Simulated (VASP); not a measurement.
Here is a VASP 6.6.1 calculation.

File INCAR:

```
PREC     = Accurate       # precision mode
ENCUT    = 520            # plane-wave cutoff, eV
EDIFF    = 1E-7           # SCF threshold, eV
ISMEAR   = 0              # smearing method
SIGMA    = 0.05           # smearing width, eV
LREAL    = False          # projectors in reciprocal space
LASPH    = True           # aspherical terms in the spheres
NELM     = 80             # most SCF steps
ALGO     = Normal         # electronic algorithm
ISIF     = 2              # what is computed and relaxed
LWAVE    = False          # write WAVECAR
LCHARG   = True           # write CHGCAR
GGA      = PS             # functional
LELF     = True           # ELF
LVHAR    = True         
NBANDS   = 31             # bands
```

File KPOINTS:

```
Automatic mesh
0
Gamma
  6 8 4
```

POSCAR

```
Al3GaN4
1.0
    5.0434079713      0.0000000000      0.0001149907
    0.0000000000      3.1300738974      0.0000000000
   -0.0032362569      0.0000000000      5.4179919474
Al Ga N
3 1 4
Direct
    0.5002300423      0.4919251206      0.1673295664
    0.0009207036      0.4953305580      0.8348055932
    0.0010880650     -0.0159740638      0.3316926342
    0.4994217138      0.0145197537      0.6662009016
    0.1111724737     -0.0043432048      0.6663292503
    0.1224543238      0.4848245078      0.1671578647
    0.6251234799      0.5102617467      0.8401923551
    0.6231881979     -0.0076984699      0.3262928345
```

Potentials or basis: VASP PAW PBE potentials, release 64 (Al, Ga_d, N).

Run with:

```sh
$ cat potpaw_PBE.64/Al/POTCAR potpaw_PBE.64/Ga_d/POTCAR potpaw_PBE.64/N/POTCAR > POTCAR
$ mpirun -np 1 vasp_std > vasp.out
```

What does it give for the largest force?

0.341 eV/Å.

Predict the pressure.

-0.1 GPa.

Estimate the band gap on the k mesh.

3.48 eV.

Stress tensor (GPa, compression positive):
```
-0.07  0.16  0.01
 0.16 -0.13  0.13
 0.01  0.13 -0.07
```

Caveat: the cell differs from its parent crystal (atoms displaced along a vibrational mode); the PAW data sets were made with another functional, which shifts forces and pressure a little. A k mesh can miss the band edges.
